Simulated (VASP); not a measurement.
# Be (C2/m) in VASP: a series of runs

Be is run at these levels: PBEsol; tasks: single point.

Everything below comes from runs of VASP 6.6.1. Logs are shortened: lines on timing, memory, paths and dates and some standing lists are left out, and cuts for length are marked.

## Step 1: The cell of the first run

It takes space group C2/m (No. 12, monoclinic). Conventional cell: a = 3.983 Å, b = 2.300 Å, c = 3.601 Å, α = 90.00°, β = 90.00°, γ = 90.00°. Be (site symmetry m) has 10 Be at 1.66 to 2.38 Å within 2.4 Å.

## Step 2: Single point, PBEsol (atom 1 (Be) moved by (-0.600, -0.600) A along y and z)

Input file INCAR:

```
SYSTEM = Be
ALGO = Fast ; EDIFF = 1E-6
ENCUT = 520 ; GGA = PS
ISIF = 2 ; ISMEAR = 0
LASPH = .True. ; LCHARG = .True.
LELF = .True. ; LREAL = .False.
LVHAR = .True. ; LWAVE = .False.
NBANDS = 9 ; NELM = 60
PREC = Accurate ; SIGMA = 0.15
```

Input file KPOINTS:

```
k-points
0
Gamma
  24 24 14
  0 0 0
```

Input file POSCAR:

```
Be
1.0
    2.2995019849      0.0000000000      0.0000000000
   -1.1497509925      1.9914271350      0.0000000000
    0.0000000000      0.0000000000      3.6009000000
Be
2
Direct
    0.1826876006      0.3653752011      0.0833749896
    0.6666666667      0.3333333333      0.7500000000
```

Potentials or basis: VASP PAW PBE potentials, release 64 (Be).

Started as:

```console
cat potpaw_PBE.64/Be/POTCAR > POTCAR
mpirun -np 1 vasp_std > vasp.out
```

OUTCAR:

```text
SYSTEM = Be
   EDIFF = 1E-6
   ENCUT = 520
   GGA = PS
   ISIF = 2
   ISMEAR = 0
   LASPH = .True.
   LREAL = .False.
   NELM = 60
   PREC = Accurate

 ion  position               nearest neighbor table
   1  0.183  0.365  0.083-   2 1.66   2 1.66   2 2.27   2 2.38
   2  0.667  0.333  0.750-   1 1.66   1 1.66   1 2.27   1 2.38

  LATTYP: Found a hexagonal cell.
 ALAT       =     2.2995019849
 C/A-ratio  =     1.5659477677

  Lattice vectors:

 A1 = (   2.2995019849,   0.0000000000,   0.0000000000)
 A2 = (  -1.1497509925,   1.9914271350,   0.0000000000)
 A3 = (   0.0000000000,   0.0000000000,   3.6009000000)

Analysis of symmetry for initial positions (statically):
=====================================================================
 Subroutine PRICEL returns:
 Original cell was already a primitive cell.

 Routine SETGRP: Setting up the symmetry group for a
 hexagonal supercell.

 Subroutine GETGRP returns: Found  4 space group operations
 (whereof  2 operations were pure point group operations)
 out of a pool of 24 trial point group operations.

The static configuration has the point symmetry C_1h.
 The point group associated with its full space group is C_2h.

Analysis of symmetry for dynamics (positions and initial velocities):
=====================================================================
 Subroutine PRICEL returns:
 Original cell was already a primitive cell.

 Routine SETGRP: Setting up the symmetry group for a
 hexagonal supercell.

 Subroutine GETGRP returns: Found  4 space group operations
 (whereof  2 operations were pure point group operations)
 out of a pool of 24 trial point group operations.

The dynamic configuration has the point symmetry C_1h.
 The point group associated with its full space group is C_2h.

 Subroutine INISYM returns: Found  4 space group operations
 (whereof  2 operations are pure point group operations),
 and found     1 'primitive' translations

----------------------------------------------------------------------------------------

                                     Primitive cell

  volume of cell :      16.4896

  direct lattice vectors                    reciprocal lattice vectors
     2.299501985  0.000000000  0.000000000     0.434876772  0.251076221  0.000000000
    -1.149750993  1.991427135  0.000000000     0.000000000  0.502152443  0.000000000
     0.000000000  0.000000000  3.600900000     0.000000000  0.000000000  0.277708351

  length of vectors
     2.299501985  2.299501985  3.600900000     0.502152443  0.502152443  0.277708351

  position of ions in fractional coordinates (direct lattice)
     0.182687601  0.365375201  0.083374990
     0.666666667  0.333333333  0.750000000

  ion indices of the primitive-cell ions
   primitive index   ion index
                 1           1
                 2           2

----------------------------------------------------------------------------------------

 KPOINTS: k-points

Automatic generation of k-mesh.
 Grid dimensions read from file:
 generate k-points for:   24   24   14

 Generating k-lattice:

  Cartesian coordinates                     Fractional coordinates (reciprocal lattice)
     0.018119865  0.010461509  0.000000000     0.041666667  0.000000000  0.000000000
     0.000000000  0.020923018  0.000000000     0.000000000  0.041666667  0.000000000
     0.000000000  0.000000000  0.019836311     0.000000000  0.000000000  0.071428571

  Length of vectors
     0.020923018  0.020923018  0.019836311

  Shift w.r.t. Gamma in fractional coordinates (k-lattice)
     0.000000000  0.000000000  0.000000000

 Subroutine IBZKPT returns following result:
 ===========================================

 Found   2114 irreducible k-points:

 Following reciprocal coordinates:
            Coordinates               Weight
  0.000000  0.000000  0.000000      1.000000
  0.041667 -0.000000  0.000000      4.000000
  0.000000  0.041667  0.000000      2.000000
  0.083333 -0.000000  0.000000      4.000000
  0.000000  0.083333  0.000000      2.000000
  0.125000 -0.000000  0.000000      4.000000
[... 16 lines left out ...]
  0.000000  0.458333  0.000000      2.000000
  0.500000 -0.000000  0.000000      2.000000
 [... further k-points ...]
   k-points           NKPTS =   2114   k-points in BZ     NKDIM =   2114   number of bands    NBANDS=      9
   number of dos      NEDOS =    301   number of ions     NIONS =      2
   total plane-waves  NPLWV =   9072
   dimension x,y,z NGX =    18 NGY =   18 NGZ =   28
   dimension x,y,z NGXF=    36 NGYF=   36 NGZF=   56
   ions per type =               2
   NGX,Y,Z   is equivalent  to a cutoff of  13.01, 13.01, 12.93 a.u.
   NGXF,Y,Z  is equivalent  to a cutoff of  26.03, 26.03, 25.85 a.u.
 SYSTEM =  Be
   PREC   = accura    normal or accurate (medium, high low for compatibility)
   ISTART =      0    job   : 0-new  1-cont  2-samecut
   ICHARG =      2    charge: 1-file 2-atom 10-const
   ISPIN  =      1    spin polarized calculation?
   LNONCOLLINEAR =      F non collinear calculations
   LSORBIT =      F    spin-orbit coupling
   LASPH  =      T    aspherical Exc in radial PAW
   ENCUT  =  520.0 eV  38.22 Ry    6.18 a.u.   4.28  4.28  6.70*2*pi/ulx,y,z
   NELM   =     60;   NELMIN=  2; NELMDL= -5     # of ELM steps
   EDIFF  = 0.1E-05   stopping-criterion for ELM
   LREAL  =      F    real-space projection
   EDIFFG = 0.1E-04   stopping-criterion for IOM
   NSW    =      0    number of steps for IOM
   IBRION =     -1    ionic relax: 0-MD 1-quasi-New 2-CG
   NFREE  =      0    steps in history (QN), initial steepest desc. (CG)
   ISIF   =      2    stress and relaxation
   ISYM   =      2    0-nonsym 1-usesym 2-fastsym
   POTIM  = 0.5000    time-step for ionic-motion
   TEBEG  =    0.0;   TEEND  =   0.0 temperature during run
   PSTRESS=    0.0 pullay stress
   NELECT =       4.0000    total number of electrons
   NUPDOWN=      -1.0000    fix difference up-down
   EMIN   =  10.00;   EMAX   =-10.00  energy-range for DOS
   EFERMI =   0.00;   METHOD = LEGACY
   ISMEAR =     0;   SIGMA  =   0.15  broadening in eV -4-tet -1-fermi 0-gaus
   EFERMI_NEDOS =   21; number of points for ismear=-14 and -15
   IALGO  =     68    algorithm
   IMIX   =      4    mixing-type and parameters
     AMIX     =   0.40;   BMIX     =  1.00
     AMIX_MAG =   1.60;   BMIX_MAG =  1.00
  volume/ion in A,a.u.               =       8.24        55.64
  Fermi-wavevector in a.u.,A,eV,Ry     =   1.020998  1.929407 14.183227  1.042438
  Thomas-Fermi vector in A             =   2.154599
   LORBIT       =      0    0 simple, 1 ext, 2 COOP (PROOUT), +10 PAW based schemes
   GGA     = PS    functional components
   LHFCALC =     F    Hartree Fock is set to
   AEXX    =    0.0000 exact exchange contribution
   IVDW    =     0    specifies the selected vdW correction
   LEPSILON=     F    determine dielectric tensor
   LRPA    =     F    only Hartree local field effects (RPA)
 non-spin polarized calculation
 RMM-DIIS sequential band-by-band and
 Gauss-broadening in eV      SIGMA  =   0.15
  energy-cutoff  :      520.00
  volume of cell :       16.49
 maximum number of plane-waves:       470
 NGX is ok and might be reduce to    18
   NGX =  9   NGY =  9   NGZ = 13

 number of electron       4.0000000 magnetization

 Free energy of the ion-electron system (eV)
  ---------------------------------------------------
  ext. energy  EPLUGINS =         0.00000000
  ---------------------------------------------------
  free energy    TOTEN  =        -5.83597141 eV

  energy without entropy =       -5.83230099  energy(sigma->0) =       -5.83413620

 E-fermi :   6.2410     XC(G=0): -10.3088

 val. band max:        6.2395513667   @ k =   0.0417  -0.4583   0.2857
 cond. band min:       6.2413742695   @ k =  -0.2500  -0.3750   0.0714
 fundamental gap:      0.0018229028
 Fermi energy:         6.2409710575

 k-point     1 :       0.0000    0.0000    0.0000
  band No.  band energies     occupation
      1      -4.6649      2.00000
      2       3.3486      2.00000
      3       6.1888      1.37750
      4      18.5426      0.00000
      5      21.4327      0.00000
      6      24.2738      0.00000
      7      28.7501      0.00000
      8      29.5490      0.00000
      9      30.2816      0.00000

 k-point     2 :       0.0417   -0.0000    0.0000
  band No.  band energies     occupation
      1      -4.6204      2.00000
      2       3.4090      2.00000
      3       6.2052      1.26391
      4      18.3882      0.00000
      5      21.3025      0.00000
      6      23.7132      0.00000
      7      28.3920      0.00000
      8      29.8215      0.00000
      9      30.9153      0.00000

 k-point     3 :       0.0000    0.0417    0.0000
  band No.  band energies     occupation
      1      -4.6199      2.00000
      2       3.4090      2.00000
      3       6.2280      1.09770
      4      18.3944      0.00000
      5      20.8585      0.00000
      6      24.2782      0.00000
      7      28.6651      0.00000
      8      30.0005      0.00000
      9      30.5066      0.00000

 k-point     4 :       0.0833   -0.0000    0.0000
  band No.  band energies     occupation
      1      -4.4868      2.00000
      2       3.5903      2.00000
      3       6.2516      0.92040
      4      17.9196      0.00000
      5      20.9329      0.00000
      6      22.5315      0.00000
      7      27.6590      0.00000
      8      30.4888      0.00000
      9      31.0771      0.00000
[... 205 lines left out ...]
 k-point    22 :       0.4583   -0.0000    0.0000
  band No.  band energies     occupation
      1       0.7204      2.00000
      2       2.7404      2.00000
      3      10.2215      0.00000
      4      11.7560      0.00000
      5      15.8635      0.00000
      6      16.1737      0.00000
      7      17.3675      0.00000
      8      18.4377      0.00000
      9      30.5303      0.00000

 k-point    23 :       0.0000    0.4583    0.0000
  band No.  band energies     occupation
      1       0.0459      2.00000
      2       5.5011      2.00000
      3       9.6614      0.00000
      4      10.9490      0.00000
      5      13.7024      0.00000
      6      14.6898      0.00000
      7      16.2153      0.00000
      8      24.4313      0.00000
      9      24.9911      0.00000

 k-point    24 :       0.5000   -0.0000    0.0000
  band No.  band energies     occupation
      1       1.5994      2.00000
      2       1.8211      2.00000
      3      11.0872      0.00000
      4      11.2244      0.00000
      5      15.6223      0.00000
      6      15.9254      0.00000
      7      17.2867      0.00000
      8      18.2964      0.00000
      9      30.4898      0.00000

 [... further k-points ...]
[... 5 lines left out ...]
  --------------------------------------------------------------------------------------
  -------------------------------------------------------------------------------------
  Total        5.3618602     -2.2377563      5.9755683      0.0000000      0.4798120     -0.0000000
  in kB      520.9749011   -217.4273100    580.6046741      0.0000000     46.6200206     -0.0000000
  external PRESSURE =     294.7174218 kB  Pullay stress =       0.0000000 kB

 VOLUME and BASIS-vectors are now :
 -----------------------------------------------------------------------------
  energy-cutoff  :      520.00
  volume of cell :       16.49
      direct lattice vectors                 reciprocal lattice vectors
     2.299501985  0.000000000  0.000000000     0.434876772  0.251076221  0.000000000
    -1.149750993  1.991427135  0.000000000     0.000000000  0.502152443  0.000000000
     0.000000000  0.000000000  3.600900000     0.000000000  0.000000000  0.277708351

 POSITION                                       TOTAL-FORCE (eV/Angst)
 -----------------------------------------------------------------------------------
      0.00000      0.72762      0.30023        -0.000000      0.450339      7.023074
      1.14975      0.66381      2.70068         0.000000     -0.450339     -7.023074
 -----------------------------------------------------------------------------------
    total drift:                                0.000000      0.000000     -0.000000

  FREE ENERGIE OF THE ION-ELECTRON SYSTEM (eV)
  ---------------------------------------------------
  free  energy   TOTEN  =        -5.8359714101 eV

  energy  without entropy=       -5.8323009935  energy(sigma->0) =       -5.83413620
```

Wall time 3.1 min (1 thread of AMD EPYC 7R13 (Zen 3), shared host); peak memory 0.33 GiB.

What came out:

* Free energy: -5.8360 eV
* Pressure: 29.5 GPa
* Largest force: 7.037 eV/Å
* Band gap on the k mesh: zero (bands 2 and 3 overlap by 2.66 eV)

Forces in eV/Å, atoms in the order of the input:
```
Be   0.000  0.450  7.023
Be   0.000 -0.450 -7.023
```

Caveat: the cell differs from its parent crystal (atom 1 (Be) moved by (-0.600, -0.600) A along y and z); the stress differs along the axes, from -22 to 58 GPa; the PAW data sets were made with another functional, which shifts forces and pressure a little.

## Step 3: Single point, PBEsol (atom 1 (Be) moved by (-0.600, -0.300) A along y and z)

Input file INCAR:

```
SYSTEM = Be
PREC     = Accurate       ! precision mode
ENCUT    = 520            ! plane-wave cutoff, eV
EDIFF    = 1E-7           ! SCF threshold, eV
ISMEAR   = 0              ! smearing method
SIGMA    = 0.15           ! smearing width, eV
LREAL    = .False.        ! projectors in reciprocal space
LASPH    = .True.         ! aspherical terms in the spheres
NELM     = 100            ! most SCF steps
ALGO     = Fast           ! electronic algorithm
ISIF     = 2              ! what is computed and relaxed
LWAVE    = .False.        ! write WAVECAR
LCHARG   = .False.        ! write CHGCAR
GGA      = PS             ! functional
NBANDS   = 9              ! bands
```

Input file KPOINTS:

```
regular mesh
0
Gamma
  24 24 14
  0 0 0
```

Edit POSCAR of step 2 so:

```diff
@@ -8,3 +8,3 @@
 Direct
-    0.1826876006      0.3653752011      0.0833749896
+    0.1826876006      0.3653752011      0.1666874948
     0.6666666667      0.3333333333      0.7500000000
```

Potentials or basis: VASP PAW PBE potentials, release 64 (Be).

Started as:

```console
cat potpaw_PBE.64/Be/POTCAR > POTCAR
mpirun -np 1 vasp_std > vasp.out
```

It took 3.2 min on 1 thread of AMD EPYC 7R13 (Zen 3), shared host; peak memory 0.33 GiB.

It converged, with:

| Quantity | Value |
| --- | --- |
| Free energy | -7.2963 eV |
| Pressure | 5.8 GPa |
| Largest force | 2.954 eV/Å |
| Band gap on the k mesh | zero (bands 2 and 3 overlap by 2.33 eV) |

Forces in eV/Å, atoms in the order of the input:
```
Be   0.000  0.254  2.943
Be   0.000 -0.254 -2.943
```

Stress tensor (GPa, compression positive):
```
 13.53   0.00   0.00
  0.00 -15.10   2.28
  0.00   2.28  18.91
```

Levels at points of the mesh, in eV from the Fermi level:
```csv
k point,band 1,band 2,band 3,band 4,band 5
"(0.00, 0.00, 0.00)",-11.06,-3.95,0.77,13.79,15.81
"(0.50, 0.00, 0.00)",-4.35,-4.16,4.68,4.90,8.66
"(0.00, 0.50, 0.00)",-5.56,-1.30,2.62,4.06,8.54
"(0.00, 0.00, 0.50)",-9.47,-8.23,8.29,13.16,14.89
"(0.50, 0.00, 0.50)",-3.93,-3.85,2.15,2.20,10.79
"(0.00, 0.50, 0.50)",-3.87,-1.33,-0.35,0.49,9.85
```

Caveat: the cell differs from its parent crystal (atom 1 (Be) moved by (-0.600, -0.300) A along y and z); the stress differs along the axes, from -15 to 19 GPa; the PAW data sets were made with another functional, which shifts forces and pressure a little.
